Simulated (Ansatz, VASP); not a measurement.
H: VASP beside Ansatz

```
CELL_PARAMETERS angstrom
6.69433 0.00000 0.00000
0.00000 6.69433 0.00000
0.00000 0.00000 6.69433
ATOMIC_POSITIONS crystal
H 0.36333 0.99069 0.48101
H 0.36550 0.99296 0.36984
H 0.63061 0.24619 0.10733
H 0.59169 0.31555 0.18578
H 0.76724 0.88258 0.79279
H 0.79982 0.78280 0.75490
H 0.22696 0.24639 0.11410
H 0.19685 0.27384 0.01033
H 0.82920 0.88912 0.46606
H 0.82117 0.92705 0.36185
H 0.60432 0.86556 0.05737
H 0.52049 0.82338 0.11816
H 0.53967 0.53346 0.79736
H 0.59175 0.52336 0.89553
H 0.05621 0.68128 0.03593
H 0.04896 0.63326 0.93531
H 0.56590 0.56643 0.42003
H 0.58810 0.66216 0.36666
H 0.06366 0.08341 0.35857
H 0.07428 0.08012 0.24888
```

Alike in both runs: functional PBE; dispersion D3(BJ); k mesh 1 × 1 × 1; occupations fermi-dirac, width 0.02 eV; no spin polarisation.

Ansatz relaxed the structure, and its values are those at the end. VASP's run is a single point on that final structure, the one shown.

|  | VASP | Ansatz |
| --- | --- | --- |
| version | VASP 6.6.1 | Ansatz 0.2.0 |
| potentials or method | VASP PAW PBE potentials, release 64 (H), cutoff 520 eV | scalar-relativistic, plane waves, PAW |
| valence electrons in the cell | 20 | 20 |

|  | VASP | Ansatz | Ansatz less VASP |
| --- | --- | --- | --- |
| rms of the force components (eV/Å) | 0.083 | 0.086 | +0.0031 |
